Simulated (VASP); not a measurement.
Set up this calculation in VASP 6.6.1, as the native input.

* Task: single point
* Functional: LDA
* Potentials or basis: VASP PAW LDA potentials, release 64 (La)
* Cutoff: 520 eV
* k mesh: 10 × 10 × 3
* Occupations: gaussian, width 0.1 eV
* Spin: no spin polarisation
* Dipole correction: no
* Further INCAR settings: ALGO = Normal; EDIFF = 1e-06; NBANDS = 30

The structure of La lies in POSCAR:

```
La
1.0
    3.5996230182      0.0000000000      0.0000000000
   -1.7998115091      3.1173649778      0.0000000000
    0.0000000000      0.0000000000     11.5524372057
La
4
Direct
    0.0000000000      1.0000000000      0.0000000000
    1.0000000000      1.0000000000      0.5000000000
    0.3333333333      0.6666666667      0.7500000000
    0.6666666667      0.3333333333      0.2500000000
```

The input as run:

INCAR

```
SYSTEM = La
PREC = Accurate ; ENCUT = 520
EDIFF = 1E-6 ; ISMEAR = 0
SIGMA = 0.1 ; LREAL = .FALSE.
LASPH = .TRUE. ; NELM = 100
ALGO = Normal ; ISIF = 2
LWAVE = .FALSE. ; LCHARG = .FALSE.
NBANDS = 30
```

KPOINTS

```
regular mesh
0
G
  10 10 3
  0 0 0
```

Potentials or basis: VASP PAW LDA potentials, release 64 (La).

Launch:

```sh
$ cat potpaw_LDA.64/La/POTCAR > POTCAR
$ mpirun -np 1 vasp_std > vasp.out
```

Results of the run:

```
Pressure               : -0.2 GPa
Band gap on the k mesh : zero (bands 22 and 23 overlap by 1.11 eV)
```

Caveat: spin-orbit coupling is left out, which moves the levels of the heavy elements.

It took 85 s on 1 thread of Intel(R) Xeon(R) 6975P-C (Granite Rapids), on a shared host, peak memory 0.26 GiB.
